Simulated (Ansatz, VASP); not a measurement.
**Two plane-wave programs on GaSb**

The input INCAR:

```
ALGO = Normal ; EDIFF = 1E-6
ENCUT = 520 ; GGA = PS
ISIF = 2 ; ISMEAR = 0
LASPH = True ; LCHARG = False
LREAL = False ; LWAVE = False
NBANDS = 16 ; NELM = 100
PREC = Accurate ; SIGMA = 0.05
```

Contents of KPOINTS:

```
k-points
0
Gamma
  10 10 10
```

The input POSCAR:

```
GaSb
1.0
    0.0000000000      3.0144665356      3.0144665356
    3.0144665356      0.0000000000      3.0144665356
    3.0144665356      3.0144665356      0.0000000000
Ga Sb
1 1
Direct
    0.0000000000      0.0000000000      0.0000000000
    0.7500000000      0.7500000000      0.7500000000
```

Input for Ansatz:

```yaml
crystal:
  lattice:
    - [0.0, 3.0144665356, 3.0144665356]
    - [3.0144665356, 0.0, 3.0144665356]
    - [3.0144665356, 3.0144665356, 0.0]
  atoms:
    - { symbol: Ga, position: [0.0, 0.0, 0.0] }
    - { symbol: Sb, position: [0.75, 0.75, 0.75] }
basis:
  ecutwfc: 420
  ecutrho_ratio: 4
kpoints:
  mp_grid: { grid: [10, 10, 10] }
hamiltonian:
  xc: pbesol
scf:
  occupations: { method: gaussian, width: 0.05 }
output:
  forces: true
  stress: true
  eigenvalues: true
```

Alike in both runs: task single point; functional PBEsol; k mesh 10 × 10 × 10; occupations gaussian, width 0.05 eV; no spin polarisation.

|  | VASP | Ansatz |
| --- | --- | --- |
| version | VASP 6.6.1 | Ansatz 0.2.0 |
| potentials or method | VASP PAW PBE potentials, release 64 (Ga_d, Sb), cutoff 520 eV | scalar-relativistic, plane waves, PAW |
| valence electrons in the cell | 18 | 28 |

```csv
,VASP,Ansatz,Ansatz less VASP
pressure (GPa),2.4,2.3,-0.11
```

VASP's potentials were made for PBE, not for PBEsol. VASP's potentials hold 18 valence electrons a cell and Ansatz's 28, so a difference there can come from the potentials and not from the codes.

Spin-orbit coupling is off throughout.
